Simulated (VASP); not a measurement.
Set up this calculation in VASP 6.6.1, as the native input.

```yaml
Task: single point
Functional: PBEsol
Potentials_or_basis: VASP PAW PBE potentials, release 64 (C, O)
Cutoff: 520 eV
k_mesh: 8 × 8 × 8
Occupations: gaussian, width 0.02 eV
Spin: no spin polarisation
Dipole_correction: no
Further_INCAR_settings: ALGO = Normal; EDIFF = 1e-07; NBANDS = 25
```

The structure of CO2 lies in POSCAR:

```
CO2
1.0
   -2.0413207468      2.0413207468      3.0072780559
    2.0413207468     -2.0413207468      3.0072780559
    2.0413207468      2.0413207468     -3.0072780559
C O
2 4
Direct
    0.7500000000      0.2500000000      0.5000000000
    0.0000000000      0.0000000000      0.0000000000
    0.7243156064      0.1250000000      0.0993156064
    0.0256843936      0.6250000000      0.9006843936
    0.3750000000      0.2756843936      0.4006843936
    0.8750000000      0.9743156064      0.5993156064
```

The input as run:

INCAR

```
SYSTEM = CO2
PREC = Accurate
ENCUT = 520
EDIFF = 1E-7
ISMEAR = 0
SIGMA = 0.02
LREAL = .False.
LASPH = .True.
NELM = 80
ALGO = Normal
ISIF = 2
LWAVE = .False.
LCHARG = .False.
GGA = PS
NBANDS = 25
```

KPOINTS

```
Automatic mesh
0
Gamma
  8 8 8
  0 0 0
```

Potentials or basis: VASP PAW PBE potentials, release 64 (C, O).

Run with:

```console
$ cat potpaw_PBE.64/C/POTCAR potpaw_PBE.64/O/POTCAR > POTCAR
$ mpirun -np 1 vasp_std > vasp.out
```

Results of the run:

The pressure is -10.2 GPa and the largest force is 0.076 eV/Å. The band gap on the k mesh is 7.41 eV (least direct gap 7.78 eV).

Caveat: the cell stands under tension; the PAW data sets were made with another functional, which shifts forces and pressure a little.

It took 29 s on 1 thread of Intel(R) Xeon(R) 6975P-C (Granite Rapids) (shared host), peak memory 0.19 GiB.
